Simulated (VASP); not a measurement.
Crystal: BeS.

```xyz
2
Lattice="0.0000 2.3803 2.4343 2.3803 0.0000 2.4343 2.3803 2.3803 0.0000" Properties=species:S:1:pos:R:3 pbc="T T T"
Be    0.0000    0.0000    0.0000
S     1.1901    1.1901    1.2172
```

This cell differs from its parent crystal: biaxial xy strain -2.2%.

Base run:

```yaml
Program: VASP 6.6.1
Functional: HSE06
Potentials_or_basis: VASP PAW PBE potentials, release 64 (Be, S)
Cutoff: 520 eV
k_mesh: 6 × 6 × 6
Occupations: gaussian, width 0.01 eV
Spin: no spin polarisation
```

Its results: band gap on the k mesh 3.86 eV, indirect (least direct gap 6.80 eV); pressure 3.6 GPa.

Task: The run is repeated on the same cell with these changes: functional from HSE06 to r2SCAN; k mesh from 6 × 6 × 6 to 10 × 10 × 10. What comes out?

Result: Band gap on the k mesh 3.39 eV, indirect (least direct gap 6.19 eV); pressure 5.1 GPa.

Several settings changed at once, so the effect can't be laid on one alone.

Caveats: the PAW data sets were made with another functional, which shifts forces and pressure a little.

A k mesh can miss the band edges.
